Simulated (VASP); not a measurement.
# Al in VASP: notebook, part 2 of 2

VASP 6.6.1. The steps go on from the part before.

## Step 4: Relaxation of the atoms, LDA

File INCAR:

```
PREC     = Accurate       # precision mode
ENCUT    = 520            # plane-wave cutoff, eV
EDIFF    = 1E-7           # SCF threshold, eV
ISMEAR   = 0              # smearing method
SIGMA    = 0.1            # smearing width, eV
LREAL    = F              # projectors in reciprocal space
LASPH    = T              # aspherical terms in the spheres
NELM     = 100            # most SCF steps
ALGO     = Normal         # electronic algorithm
ISIF     = 2              # what is computed and relaxed
LWAVE    = F              # write WAVECAR
LCHARG   = F              # write CHGCAR
LDIPOL   = T            
IDIPOL   = 3            
DIPOL    = 0.5 0.5 0.500
GGA      = CA             # functional
IBRION   = 2              # ionic algorithm
NSW      = 80             # ionic steps
EDIFFG   = -0.02          # ionic threshold
```

File KPOINTS:

```
regular mesh
0
Gamma
  12 12 1
```

File POSCAR:

```
Al
1.0
    2.8168395449      0.0000000000      0.0000000000
   -1.4084197725      2.4394546043      0.0000000000
    0.0000000000      0.0000000000     24.1997594299
Al
5
Direct
    0.6666666667      0.3333333333      0.3099204363
    0.3333333333      0.6666666667      0.4049602181
    0.0000000000      0.0000000000      0.5000000000
    0.6666666667      0.3333333333      0.5950397819
    0.3333333333      0.6666666667      0.6900795637
```

Potentials or basis: VASP PAW LDA potentials, release 64 (Al).

The run is started by

```
$ cat potpaw_LDA.64/Al/POTCAR > POTCAR
$ mpirun -np 1 vasp_std > vasp.out
```

OUTCAR:

```text
PREC = Accurate
   ENCUT = 520
   EDIFF = 1E-7
   ISMEAR = 0
   LREAL = F
   LASPH = T
   NELM = 100
   ISIF = 2
   GGA = CA
   IBRION = 2
   NSW = 80
   EDIFFG = -0.02

 ion  position               nearest neighbor table
   1  0.667  0.333  0.310-   2 2.82   2 2.82   2 2.82
   2  0.333  0.667  0.405-   1 2.82   1 2.82   1 2.82   3 2.82   3 2.82   3 2.82
   3  0.000  0.000  0.500-   2 2.82   4 2.82   4 2.82   2 2.82   4 2.82   2 2.82
   4  0.667  0.333  0.595-   5 2.82   5 2.82   5 2.82   3 2.82   3 2.82   3 2.82
   5  0.333  0.667  0.690-   4 2.82   4 2.82   4 2.82

  LATTYP: Found a hexagonal cell.
 ALAT       =     2.8168395449
 C/A-ratio  =     8.5911032716

  Lattice vectors:

 A1 = (   2.8168395449,   0.0000000000,   0.0000000000)
 A2 = (  -1.4084197725,   2.4394546043,   0.0000000000)
 A3 = (   0.0000000000,   0.0000000000,  24.1997594299)

Analysis of symmetry for initial positions (statically):
=====================================================================
 Subroutine PRICEL returns:
 Original cell was already a primitive cell.

 Routine SETGRP: Setting up the symmetry group for a
 hexagonal supercell.

 Subroutine GETGRP returns: Found 12 space group operations
 (whereof 12 operations were pure point group operations)
 out of a pool of 24 trial point group operations.

The static configuration has the point symmetry D_3d.

Analysis of symmetry for dynamics (positions and initial velocities):
=====================================================================
 Subroutine PRICEL returns:
 Original cell was already a primitive cell.

 Routine SETGRP: Setting up the symmetry group for a
 hexagonal supercell.

 Subroutine GETGRP returns: Found 12 space group operations
 (whereof 12 operations were pure point group operations)
 out of a pool of 24 trial point group operations.

The dynamic configuration has the point symmetry D_3d.

 Subroutine INISYM returns: Found 12 space group operations
 (whereof 12 operations are pure point group operations),
 and found     1 'primitive' translations

----------------------------------------------------------------------------------------

                                     Primitive cell

  volume of cell :     166.2899

  direct lattice vectors                    reciprocal lattice vectors
     2.816839545  0.000000000  0.000000000     0.355007797  0.204963847  0.000000000
    -1.408419773  2.439454604  0.000000000     0.000000000  0.409927694  0.000000000
     0.000000000  0.000000000 24.199759430     0.000000000  0.000000000  0.041322725

  length of vectors
     2.816839545  2.816839545 24.199759430     0.409927694  0.409927694  0.041322725

  position of ions in fractional coordinates (direct lattice)
     0.666666667  0.333333333  0.309920436
     0.333333333  0.666666667  0.404960218
     0.000000000  0.000000000  0.500000000
     0.666666667  0.333333333  0.595039782
     0.333333333  0.666666667  0.690079564

  ion indices of the primitive-cell ions
   primitive index   ion index
[... 85 lines left out ...]
   EFERMI =   0.00;   METHOD = LEGACY
   ISMEAR =     0;   SIGMA  =   0.10  broadening in eV -4-tet -1-fermi 0-gaus
   EFERMI_NEDOS =   21; number of points for ismear=-14 and -15
   IALGO  =     38    algorithm
   IMIX   =      4    mixing-type and parameters
     AMIX     =   0.40;   BMIX     =  1.00
     AMIX_MAG =   1.60;   BMIX_MAG =  1.00
  volume/ion in A,a.u.               =      33.26       224.44
  Fermi-wavevector in a.u.,A,eV,Ry     =   0.734204  1.387444  7.334291  0.539055
  Thomas-Fermi vector in A             =   1.827100
   LORBIT       =      0    0 simple, 1 ext, 2 COOP (PROOUT), +10 PAW based schemes
   GGA     = CA    functional components
   LHFCALC =     F    Hartree Fock is set to
   AEXX    =    0.0000 exact exchange contribution
   IVDW    =     0    specifies the selected vdW correction
   LEPSILON=     F    determine dielectric tensor
   LRPA    =     F    only Hartree local field effects (RPA)
 conjugate gradient relaxation of ions
 non-spin polarized calculation
 Gauss-broadening in eV      SIGMA  =   0.10
  energy-cutoff  :      520.00
  volume of cell :      166.29
 maximum number of plane-waves:      4512
 NGX is ok and might be reduce to    24
   NGX = 11   NGY = 11   NGZ = 89

--------------------------------------- Ionic step        1  -------------------------------------------

 number of electron      15.0000000 magnetization

 Free energy of the ion-electron system (eV)
  ---------------------------------------------------
  ext. energy  EPLUGINS =         0.00000000
  ---------------------------------------------------
  free energy    TOTEN  =       -20.13742534 eV

  energy without entropy =      -20.12787981  energy(sigma->0) =      -20.13265258

------------------------ aborting loop because EDIFF is reached ----------------------------------------

  FORCE on cell =-STRESS in cart. coord.  units (eV):
  Direction    XX          YY          ZZ          XY          YZ          ZX
  --------------------------------------------------------------------------------------
  -------------------------------------------------------------------------------------
  Total       -1.5877542     -1.5877542      0.6874720      0.0000000     -0.0000000      0.0000000
  in kB      -15.2977642    -15.2977642      6.6236850      0.0000000     -0.0000000      0.0000000
  external PRESSURE =      -7.9906145 kB  Pullay stress =       0.0000000 kB
[... 143 lines left out ...]
--------------------------------------- Ionic step        5  -------------------------------------------

 number of electron      15.0000000 magnetization

 dipolmoment           0.000000      0.000000      0.000000 electrons x Angstroem

------------------------ aborting loop because EDIFF is reached ----------------------------------------

  FORCE on cell =-STRESS in cart. coord.  units (eV):
  Direction    XX          YY          ZZ          XY          YZ          ZX
  --------------------------------------------------------------------------------------
  -------------------------------------------------------------------------------------
  Total       -1.6294458     -1.6294458      0.3616533      0.0000000      0.0000000      0.0000000
  in kB      -15.6994563    -15.6994563      3.4844727      0.0000000      0.0000000      0.0000000
  external PRESSURE =      -9.3048133 kB  Pullay stress =       0.0000000 kB
[... 65 lines left out ...]
--------------------------------------- Ionic step        7  -------------------------------------------

 number of electron      15.0000000 magnetization

 dipolmoment           0.000000      0.000000     -0.000000 electrons x Angstroem

 Free energy of the ion-electron system (eV)
  ---------------------------------------------------
  ext. energy  EPLUGINS =         0.00000000
  ---------------------------------------------------
  free energy    TOTEN  =       -20.14177479 eV

  energy without entropy =      -20.13166851  energy(sigma->0) =      -20.13672165

 E-fermi :   1.7419     XC(G=0):  -5.8238

 val. band max:        1.7359025195   @ k =   0.2500   0.1667   0.0000
 cond. band min:       1.7952444065   @ k =   0.3333   0.2500   0.0000
 fundamental gap:      0.0593418870
 Fermi energy:         1.7418581778

 k-point     1 :       0.0000    0.0000    0.0000
  band No.  band energies     occupation
      1      -9.3699      2.00000
      2      -8.6474      2.00000
      3      -7.5298      2.00000
      4      -6.0078      2.00000
      5      -4.0581      2.00000
      6      -1.9842      2.00000
      7       0.4571      2.00000
      8       2.8190      0.00000
      9       4.7173      0.00000
     10       5.8705      0.00000
     11       6.1774      0.00000
[... 240 lines left out ...]
  band No.  band energies     occupation
      1      -1.3952      2.00000
      2      -1.3952      2.00000
      3      -1.3320      2.00000
      4      -0.7855      2.00000
      5      -0.6590      2.00000
      6      -0.6590      2.00000
      7       0.1485      2.00000
      8       0.1485      2.00000
      9       0.6560      2.00000
     10       1.4156      2.00000
     11       2.4664      0.00000

------------------------ aborting loop because EDIFF is reached ----------------------------------------

 vacuum level on the upper side and lower side of the slab       (xc-potential included)        -0.112        -0.112

  FORCE on cell =-STRESS in cart. coord.  units (eV):
  Direction    XX          YY          ZZ          XY          YZ          ZX
  --------------------------------------------------------------------------------------
  -------------------------------------------------------------------------------------
  Total       -1.7153930     -1.7153930      0.0383014      0.0000000      0.0000000     -0.0000000
  in kB      -16.5275443    -16.5275443      0.3690285      0.0000000      0.0000000     -0.0000000
  external PRESSURE =     -10.8953534 kB  Pullay stress =       0.0000000 kB
[... 20 lines left out ...]
  FREE ENERGIE OF THE ION-ELECTRON SYSTEM (eV)
  ---------------------------------------------------
  free  energy   TOTEN  =       -20.1417747902 eV

  energy  without entropy=      -20.1316685095  energy(sigma->0) =      -20.13672165

 reached required accuracy - stopping structural energy minimisation

 vacuum level on the upper side and lower side of the slab         5.933         5.933
```

It used 540 s of CPU time on 1 thread of AMD EPYC 7R13 Processor (Zen 3), on a shared host.

What came out:

- Free energy: -20.1418 eV
- Energy gained by relaxing: 0.9 meV/atom
- Ionic steps: 7
- Largest force after relaxing: 0.004 eV/Å

Forces on the atoms (eV/Å):
```
Al   0.000  0.000 -0.002
Al   0.000  0.000 -0.004
Al   0.000  0.000  0.000
Al   0.000  0.000  0.004
Al   0.000  0.000  0.002
```

The path:
```
step  energy change (eV)  largest force (eV/Å)  pressure (GPa)
   1              0.0000                0.1170           -0.80
   2             -0.0017                0.0852           -0.84
   3             -0.0029                0.0325           -0.91
   4             -0.0029                0.0353           -0.91
   5             -0.0032                0.0322           -0.93
   6             -0.0038                0.0228           -0.98
   7             -0.0043                0.0039           -1.09
```

Final structure:
```
Al
1.0
     2.81684    0.00000    0.00000
    -1.40842    2.43945    0.00000
     0.00000    0.00000   24.19976
Al
5
Direct
  0.66667 0.33333 0.30823
  0.33333 0.66667 0.40469
  0.00000 0.00000 0.50000
  0.66667 0.33333 0.59531
  0.33333 0.66667 0.69177
```

Levels at points of the mesh, in eV from the Fermi level:
```csv
k point,band 4,band 5,band 6,band 7,band 8,band 9,band 10,band 11
"(0.00, 0.00, 0.00)",-7.75,-5.80,-3.73,-1.28,1.08,2.98,4.13,4.44
"(0.50, 0.00, 0.00)",-4.34,-3.46,-3.19,-1.93,-1.45,0.20,0.25,1.96
```
